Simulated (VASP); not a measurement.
# Si (P6/mmm) in VASP: a series of runs

Runs on Si. Level: PBE. Tasks: single point, relaxation of cell and atoms.

Everything below comes from runs of VASP 6.6.1. Logs are shortened: lines on timing, memory, paths and dates and some standing lists are left out, and cuts for length are marked.

## Step 1: The cell of the first run

The structure is hexagonal, space group P6/mmm (No. 191). Conventional cell: a = 4.121 Å, b = 4.121 Å, c = 2.655 Å, α = 90.00°, β = 90.00°, γ = 120.00°. Si (site symmetry -6m2) has 5 Si at 2.38 to 2.65 Å within 3.1 Å.

The cell was built from a structure type or drawn by symmetry, and may not be a known phase.

## Step 2: Single point, PBE

INCAR reads:

```
SYSTEM = Si
ALGO     = Normal         ! electronic algorithm
EDIFF    = 1E-7           ! SCF threshold, eV
ENCUT    = 520            ! plane-wave cutoff, eV
GGA      = PE             ! functional
ISIF     = 2              ! what is computed and relaxed
ISMEAR   = 0              ! smearing method
LASPH    = .True.         ! aspherical terms in the spheres
LCHARG   = .True.         ! write CHGCAR
LELF     = .True.         ! ELF
LREAL    = .False.        ! projectors in reciprocal space
LVHAR    = .True.       
LWAVE    = .False.        ! write WAVECAR
NBANDS   = 11             ! bands
NELM     = 60             ! most SCF steps
PREC     = Accurate       ! precision mode
SIGMA    = 0.1            ! smearing width, eV
```

KPOINTS reads:

```
k-points
0
Gamma
  15 15 20
  0 0 0
```

POSCAR reads:

```
Si
1.0
    4.1209485983      0.0000000000      0.0000000000
   -2.0604742992      3.5688461738      0.0000000000
    0.0000000000      0.0000000000      2.6547898843
Si
2
Direct
    0.3333333333      0.6666666667      0.5000000000
    0.6666666667      0.3333333333      0.5000000000
```

Potentials or basis: VASP PAW PBE potentials, release 64 (Si).

On the command line:

```console
> cat potpaw_PBE.64/Si/POTCAR > POTCAR
> mpirun -np 1 vasp_std > vasp.out
```

OUTCAR:

```text
SYSTEM = Si
   EDIFF = 1E-7
   ENCUT = 520
   GGA = PE
   ISIF = 2
   ISMEAR = 0
   LASPH = .True.
   LREAL = .False.
   NELM = 60
   PREC = Accurate

 ion  position               nearest neighbor table
   1  0.333  0.667  0.500-   2 2.38   2 2.38   2 2.38
   2  0.667  0.333  0.500-   1 2.38   1 2.38   1 2.38

  LATTYP: Found a hexagonal cell.
 ALAT       =     4.1209485983
 C/A-ratio  =     0.6442181505

  Lattice vectors:

 A1 = (   4.1209485983,   0.0000000000,   0.0000000000)
 A2 = (  -2.0604742992,   3.5688461738,   0.0000000000)
 A3 = (   0.0000000000,   0.0000000000,   2.6547898843)

Analysis of symmetry for initial positions (statically):
=====================================================================
 Subroutine PRICEL returns:
 Original cell was already a primitive cell.

 Routine SETGRP: Setting up the symmetry group for a
 hexagonal supercell.

 Subroutine GETGRP returns: Found 24 space group operations
 (whereof 24 operations were pure point group operations)
 out of a pool of 24 trial point group operations.

The static configuration has the point symmetry D_6h.

Analysis of symmetry for dynamics (positions and initial velocities):
=====================================================================
 Subroutine PRICEL returns:
 Original cell was already a primitive cell.

 Routine SETGRP: Setting up the symmetry group for a
 hexagonal supercell.

 Subroutine GETGRP returns: Found 24 space group operations
 (whereof 24 operations were pure point group operations)
 out of a pool of 24 trial point group operations.

The dynamic configuration has the point symmetry D_6h.

 Subroutine INISYM returns: Found 24 space group operations
 (whereof 24 operations are pure point group operations),
 and found     1 'primitive' translations

----------------------------------------------------------------------------------------

                                     Primitive cell

  volume of cell :      39.0441

  direct lattice vectors                    reciprocal lattice vectors
     4.120948598  0.000000000  0.000000000     0.242662575  0.140101303  0.000000000
    -2.060474299  3.568846174  0.000000000     0.000000000  0.280202606  0.000000000
     0.000000000  0.000000000  2.654789884     0.000000000  0.000000000  0.376677644

  length of vectors
     4.120948598  4.120948598  2.654789884     0.280202606  0.280202606  0.376677644

  position of ions in fractional coordinates (direct lattice)
     0.333333333  0.666666667  0.500000000
     0.666666667  0.333333333  0.500000000

  ion indices of the primitive-cell ions
   primitive index   ion index
                 1           1
                 2           2

----------------------------------------------------------------------------------------

 KPOINTS: k-points

Automatic generation of k-mesh.
 Grid dimensions read from file:
 generate k-points for:   15   15   20

 Generating k-lattice:

  Cartesian coordinates                     Fractional coordinates (reciprocal lattice)
     0.016177505  0.009340087  0.000000000     0.066666667  0.000000000  0.000000000
     0.000000000  0.018680174  0.000000000     0.000000000  0.066666667  0.000000000
     0.000000000  0.000000000  0.018833882     0.000000000  0.000000000  0.050000000

  Length of vectors
     0.018680174  0.018680174  0.018833882

  Shift w.r.t. Gamma in fractional coordinates (k-lattice)
     0.000000000  0.000000000  0.000000000

 Subroutine IBZKPT returns following result:
 ===========================================

 Found    297 irreducible k-points:

 Following reciprocal coordinates:
            Coordinates               Weight
  0.000000  0.000000  0.000000      1.000000
  0.066667  0.000000  0.000000      6.000000
  0.133333  0.000000  0.000000      6.000000
  0.200000  0.000000  0.000000      6.000000
  0.266667  0.000000  0.000000      6.000000
  0.333333 -0.000000  0.000000      6.000000
[... 16 lines left out ...]
  0.333333  0.200000  0.000000     12.000000
  0.400000  0.200000  0.000000      6.000000
 [... further k-points ...]
   k-points           NKPTS =    297   k-points in BZ     NKDIM =    297   number of bands    NBANDS=     11
   number of dos      NEDOS =    301   number of ions     NIONS =      2
   total plane-waves  NPLWV =  20480
   dimension x,y,z NGX =    32 NGY =   32 NGZ =   20
   dimension x,y,z NGXF=    64 NGYF=   64 NGZF=   40
   ions per type =               2
   NGX,Y,Z   is equivalent  to a cutoff of  12.91, 12.91, 12.52 a.u.
   NGXF,Y,Z  is equivalent  to a cutoff of  25.82, 25.82, 25.05 a.u.
 SYSTEM =  Si
   PREC   = accura    normal or accurate (medium, high low for compatibility)
   ISTART =      0    job   : 0-new  1-cont  2-samecut
   ICHARG =      2    charge: 1-file 2-atom 10-const
   ISPIN  =      1    spin polarized calculation?
   LNONCOLLINEAR =      F non collinear calculations
   LSORBIT =      F    spin-orbit coupling
   LASPH  =      T    aspherical Exc in radial PAW
   ENCUT  =  520.0 eV  38.22 Ry    6.18 a.u.   7.66  7.66  4.94*2*pi/ulx,y,z
   NELM   =     60;   NELMIN=  2; NELMDL= -5     # of ELM steps
   EDIFF  = 0.1E-06   stopping-criterion for ELM
   LREAL  =      F    real-space projection
   EDIFFG = 0.1E-05   stopping-criterion for IOM
   NSW    =      0    number of steps for IOM
   IBRION =     -1    ionic relax: 0-MD 1-quasi-New 2-CG
   NFREE  =      0    steps in history (QN), initial steepest desc. (CG)
   ISIF   =      2    stress and relaxation
   ISYM   =      2    0-nonsym 1-usesym 2-fastsym
   POTIM  = 0.5000    time-step for ionic-motion
   TEBEG  =    0.0;   TEEND  =   0.0 temperature during run
   PSTRESS=    0.0 pullay stress
   NELECT =       8.0000    total number of electrons
   NUPDOWN=      -1.0000    fix difference up-down
   EMIN   =  10.00;   EMAX   =-10.00  energy-range for DOS
   EFERMI =   0.00;   METHOD = LEGACY
   ISMEAR =     0;   SIGMA  =   0.10  broadening in eV -4-tet -1-fermi 0-gaus
   EFERMI_NEDOS =   21; number of points for ismear=-14 and -15
   IALGO  =     38    algorithm
   IMIX   =      4    mixing-type and parameters
     AMIX     =   0.40;   BMIX     =  1.00
     AMIX_MAG =   1.60;   BMIX_MAG =  1.00
  volume/ion in A,a.u.               =      19.52       131.74
  Fermi-wavevector in a.u.,A,eV,Ry     =   0.965131  1.823834 12.673535  0.931479
  Thomas-Fermi vector in A             =   2.094822
   LORBIT       =      0    0 simple, 1 ext, 2 COOP (PROOUT), +10 PAW based schemes
   GGA     = PE    functional components
   LHFCALC =     F    Hartree Fock is set to
   AEXX    =    0.0000 exact exchange contribution
   IVDW    =     0    specifies the selected vdW correction
   LEPSILON=     F    determine dielectric tensor
   LRPA    =     F    only Hartree local field effects (RPA)
 non-spin polarized calculation
 Gauss-broadening in eV      SIGMA  =   0.10
  energy-cutoff  :      520.00
  volume of cell :       39.04
 maximum number of plane-waves:      1102
 NGX is ok and might be reduce to    32
   NGX = 15   NGY = 15   NGZ =  9

 number of electron       8.0000000 magnetization

 Free energy of the ion-electron system (eV)
  ---------------------------------------------------
  ext. energy  EPLUGINS =         0.00000000
  ---------------------------------------------------
  free energy    TOTEN  =       -10.07601084 eV

  energy without entropy =      -10.07130596  energy(sigma->0) =      -10.07365840

 E-fermi :   6.1737     XC(G=0):  -9.5927

 val. band max:        6.1726399334   @ k =   0.2667   0.0667   0.2000
 cond. band min:       6.1831083367   @ k =   0.2667   0.2000   0.3500
 fundamental gap:      0.0104684034
 Fermi energy:         6.1737143800

 k-point     1 :       0.0000    0.0000    0.0000
  band No.  band energies     occupation
      1      -6.1395      2.00000
      2       3.3051      2.00000
      3       3.3051      2.00000
      4       3.4271      2.00000
      5       7.4334      0.00000
      6       7.4334      0.00000
      7      11.7476      0.00000
      8      12.5441      0.00000
      9      14.9608      0.00000
     10      19.1602      0.00000
     11      21.9164      0.00000

 k-point     2 :       0.0667    0.0000    0.0000
  band No.  band energies     occupation
      1      -6.0954      2.00000
      2       2.3563      2.00000
      3       3.2274      2.00000
      4       4.3230      2.00000
      5       7.3922      0.00000
      6       7.6040      0.00000
      7      11.9929      0.00000
      8      12.5802      0.00000
      9      15.0021      0.00000
     10      18.9353      0.00000
     11      21.8566      0.00000

 k-point     3 :       0.1333    0.0000    0.0000
  band No.  band energies     occupation
      1      -5.9636      2.00000
      2       1.3558      2.00000
      3       3.0304      2.00000
      4       5.0677      2.00000
      5       7.4406      0.00000
      6       8.0792      0.00000
      7      12.6361      0.00000
      8      12.6876      0.00000
      9      15.1325      0.00000
     10      18.4064      0.00000
     11      21.7001      0.00000

 k-point     4 :       0.2000    0.0000    0.0000
  band No.  band energies     occupation
      1      -5.7468      2.00000
      2       0.3901      2.00000
      3       2.7844      2.00000
      4       5.3602      2.00000
      5       7.9239      0.00000
      6       8.7880      0.00000
      7      12.8638      0.00000
      8      13.4679      0.00000
      9      15.3903      0.00000
     10      17.7641      0.00000
     11      20.7792      0.00000
[... 239 lines left out ...]
 k-point    22 :       0.2667    0.2000    0.0000
  band No.  band energies     occupation
      1      -4.6086      2.00000
      2      -2.0134      2.00000
      3       1.2926      2.00000
      4       7.1266      0.00000
      5       8.5497      0.00000
      6      13.2044      0.00000
      7      13.3529      0.00000
      8      13.7765      0.00000
      9      15.8867      0.00000
     10      16.2226      0.00000
     11      18.6710      0.00000

 k-point    23 :       0.3333    0.2000    0.0000
  band No.  band energies     occupation
      1      -4.2070      2.00000
      2      -2.5666      2.00000
      3       1.0908      2.00000
      4       7.0716      0.00000
      5       9.6288      0.00000
      6      12.2173      0.00000
      7      14.0895      0.00000
      8      14.3977      0.00000
      9      15.4552      0.00000
     10      16.1426      0.00000
     11      17.9015      0.00000

 k-point    24 :       0.4000    0.2000    0.0000
  band No.  band energies     occupation
      1      -3.9823      2.00000
      2      -2.8433      2.00000
      3       1.0234      2.00000
      4       7.0445      0.00000
      5      10.5155      0.00000
      6      11.2990      0.00000
      7      14.2583      0.00000
      8      15.1634      0.00000
      9      15.2460      0.00000
     10      15.8691      0.00000
     11      17.5250      0.00000

 [... further k-points ...]

------------------------ aborting loop because EDIFF is reached ----------------------------------------

  FORCE on cell =-STRESS in cart. coord.  units (eV):
  Direction    XX          YY          ZZ          XY          YZ          ZX
  --------------------------------------------------------------------------------------
  -------------------------------------------------------------------------------------
  Total       -0.0153059     -0.0153059     -0.0079044      0.0000000      0.0000000     -0.0000000
  in kB       -0.6280797     -0.6280797     -0.3243574      0.0000000      0.0000000     -0.0000000
  external PRESSURE =      -0.5268389 kB  Pullay stress =       0.0000000 kB

 VOLUME and BASIS-vectors are now :
 -----------------------------------------------------------------------------
  energy-cutoff  :      520.00
  volume of cell :       39.04
      direct lattice vectors                 reciprocal lattice vectors
     4.120948598  0.000000000  0.000000000     0.242662575  0.140101303  0.000000000
    -2.060474299  3.568846174  0.000000000     0.000000000  0.280202606  0.000000000
     0.000000000  0.000000000  2.654789884     0.000000000  0.000000000  0.376677644

 POSITION                                       TOTAL-FORCE (eV/Angst)
 -----------------------------------------------------------------------------------
     -0.00000      2.37923      1.32739         0.000000      0.000000      0.000000
      2.06047      1.18962      1.32739        -0.000000     -0.000000      0.000000
 -----------------------------------------------------------------------------------
    total drift:                               -0.000000      0.000000      0.000000

  FREE ENERGIE OF THE ION-ELECTRON SYSTEM (eV)
  ---------------------------------------------------
  free  energy   TOTEN  =       -10.0760108387 eV

  energy  without entropy=      -10.0713059617  energy(sigma->0) =      -10.07365840
```

Wall time 82 s (1 thread of Intel Xeon 8259CL, shared host); peak memory 0.23 GiB.

Results:

| Quantity | Value |
| --- | --- |
| Free energy | -10.0760 eV |
| Pressure | -0.1 GPa |
| Band gap on the k mesh | zero (bands 4 and 5 overlap by 5.60 eV) |

## Step 3: Single point, PBE

INCAR reads:

```
  ALGO = Normal
  EDIFF = 1E-6
  ENCUT = 520
  GGA = PE
  ISIF = 2
  ISMEAR = 0
  LASPH = True
  LCHARG = True
  LELF = True
  LREAL = False
  LVHAR = True
  LWAVE = False
  NBANDS = 11
  NELM = 60
  PREC = Accurate
  SIGMA = 0.1
```

KPOINTS reads:

```
k-points
0
Gamma
  15 15 20
```

POSCAR is that of step 2.

Potentials or basis: VASP PAW PBE potentials, release 64 (Si).

On the command line:

```console
> cat potpaw_PBE.64/Si/POTCAR > POTCAR
> mpirun -np 1 vasp_std > vasp.out
```

Run time: 1.7 min. Hardware: 1 thread of Intel Xeon 8259CL, shared host; peak memory 0.22 GiB.

The run converged. Its results:

| Property | Result |
| --- | --- |
| Free energy | -10.0760 eV |
| Pressure | -0.1 GPa |
| Band gap on the k mesh | zero (bands 4 and 5 overlap by 5.60 eV) |

Levels at points of the mesh, in eV from the Fermi level:
```csv
k point,band 1,band 2,band 3,band 4,band 5,band 6,band 7,band 8,band 9
"(0.00, 0.00, 0.00)",-12.31,-2.87,-2.87,-2.75,1.26,1.26,5.57,6.37,8.79
"(0.00, 0.00, 0.50)",-8.42,-5.89,-0.17,-0.17,1.21,3.16,4.30,4.30,5.31
```

## Step 4: Relaxation of cell and atoms, PBE

This run uses another cell than the first one, of 19.59 Å³/atom.

INCAR reads:

```
PREC     = Accurate       # precision mode
ENCUT    = 600            # plane-wave cutoff, eV
EDIFF    = 1E-6           # SCF threshold, eV
ISMEAR   = 0              # smearing method
SIGMA    = 0.1            # smearing width, eV
LREAL    = F              # projectors in reciprocal space
LASPH    = T              # aspherical terms in the spheres
NELM     = 60             # most SCF steps
ALGO     = Normal         # electronic algorithm
ISIF     = 3              # what is computed and relaxed
LWAVE    = F              # write WAVECAR
LCHARG   = F              # write CHGCAR
GGA      = PE             # functional
IBRION   = 2              # ionic algorithm
NSW      = 100            # ionic steps
EDIFFG   = -0.01          # ionic threshold
```

KPOINTS reads:

```
regular mesh
0
Gamma
  15 15 20
```

POSCAR reads:

```
Si
1.0
    4.0642501826      0.0000000000      0.0000000000
   -2.0321250913      3.5197439054      0.0000000000
    0.0000000000      0.0000000000      2.7386392872
Si
2
Direct
    0.3333333333      0.6666666667      0.5000000000
    0.6666666667      0.3333333333      0.5000000000
```

On the command line:

```console
> cat potpaw_PBE.64/Si/POTCAR > POTCAR
> mpirun -np 1 vasp_std > vasp.out
```

It took 6.7 min on 1 thread of Intel Xeon 8259CL, shared host; peak memory 0.23 GiB.

Results (log left out):

* Free energy: -10.0761 eV
* Relaxed volume: 19.51 Å³/atom
* Relaxed cell: a = 4.121 Å, b = 4.121 Å, c = 2.653 Å, α = 90.00°, β = 90.00°, γ = 120.00°
* Space group after relaxing (to 0.1 Å): P6/mmm (No. 191)
* Energy gained by relaxing: 11.5 meV/atom
* Ionic steps: 8
* Pressure after relaxing: 0.0 GPa
* Band gap on the k mesh: zero (bands 4 and 5 overlap by 5.59 eV)

Stress tensor (GPa, compression positive):
```
-0.06  0.00  0.00
 0.00 -0.06  0.00
 0.00  0.00  0.06
```

The path:
```
step  energy change (eV)  largest force (eV/Å)  pressure (GPa)  volume (Å³)
   1              0.0000                0.0000            0.23        39.18
   2             -0.0210                0.0000           -0.54        39.32
   3             -0.0220                0.0000           -0.63        39.35
   4             -0.0216                0.0000           -0.80        39.39
   5             -0.0223                0.0000           -0.69        39.36
   6             -0.0223                0.0000           -0.70        39.37
   7             -0.0229                0.0000            0.34        38.86
   8             -0.0231                0.0000           -0.02        39.03
```

Final structure:
```
Si
1.0
     4.12128    0.00000    0.00000
    -2.06064    3.56913    0.00000
     0.00000    0.00000    2.65321
Si
2
Direct
  0.33333 0.66667 0.50000
  0.66667 0.33333 0.50000
```

Levels at points of the mesh, in eV from the Fermi level:
```csv
k point,band 1,band 2,band 3,band 4,band 5,band 6,band 7,band 8
"(0.00, 0.00, 0.00)",-12.31,-2.87,-2.87,-2.75,1.26,1.26,5.57,6.39
"(0.00, 0.00, 0.50)",-8.41,-5.89,-0.17,-0.17,1.21,3.17,4.30,4.30
```
